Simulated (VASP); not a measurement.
Set up this calculation in VASP 6.6.1, as the native input.

```
Task                   : single point
Functional             : r2SCAN
Potentials or basis    : VASP PAW PBE potentials, release 64 (Pb_d, Se)
Cutoff                 : 550 eV
k mesh                 : 4 × 4 × 4
Occupations            : gaussian, width 0.05 eV
Spin                   : no spin polarisation
Dipole correction      : no
Further INCAR settings : ALGO = Normal; EDIFF = 1e-06; NBANDS = 17
```

The system is PbSe.

```
CELL_PARAMETERS angstrom
3.78432 0.00000 0.00000
0.00000 3.78432 0.00000
0.00000 0.00000 3.78432
ATOMIC_POSITIONS crystal
Pb 0.00000 0.00000 0.00000
Se 0.50000 0.50000 0.50000
```

These files were run (other wordings do the same):

POSCAR

```
PbSe
1.0
    3.7843220000      0.0000000000      0.0000000000
    0.0000000000      3.7843220000      0.0000000000
    0.0000000000      0.0000000000      3.7843220000
Pb Se
1 1
Direct
    0.0000000000      0.0000000000      0.0000000000
    0.5000000000      0.5000000000      0.5000000000
```

INCAR.step1

```
SYSTEM = PbSe
ALGO = Normal ; EDIFF = 1E-5
ENCUT = 550 ; GGA = PE
GGA_COMPAT = .False. ; ISMEAR = 0
LASPH = .True. ; LCHARG = .False.
LREAL = .False. ; LWAVE = .True.
NBANDS = 17 ; NELM = 120
PREC = Accurate ; SIGMA = 0.05
```

INCAR.step2

```
SYSTEM = PbSe
ALGO = Normal ; EDIFF = 1E-6
ENCUT = 550 ; GGA_COMPAT = .False.
ISIF = 2 ; ISMEAR = 0
ISTART = 1 ; LASPH = .True.
LCHARG = .False. ; LMIXTAU = .True.
LREAL = .False. ; LWAVE = .False.
METAGGA = R2SCAN ; NBANDS = 17
NELM = 120 ; PREC = Accurate
SIGMA = 0.05
```

KPOINTS

```
k-points
0
Gamma
  4 4 4
  0 0 0
```

Potentials or basis: VASP PAW PBE potentials, release 64 (Pb_d, Se).

The run is started by

```bash
$ cat potpaw_PBE.64/Pb_d/POTCAR potpaw_PBE.64/Se/POTCAR > POTCAR
$ cp INCAR.step1 INCAR
$ mpirun -np 1 vasp_std > vasp.out
$ cp INCAR.step2 INCAR
$ mpirun -np 1 vasp_std > vasp.out
```

Results of the run:

The pressure is -0.5 GPa. The band gap on the k mesh is zero (band 10 reaches 5.13 eV, above the bottom of band 11 at 4.79 eV).

Caveat: the k points lie up to 0.42 Å⁻¹ apart; the PAW data sets were made with another functional, which shifts forces and pressure a little; spin-orbit coupling is left out, which moves the levels of the heavy elements.

Run time: 100 s on 1 thread of Intel Xeon 8259CL, with other jobs on the host, peak memory 0.17 GiB.
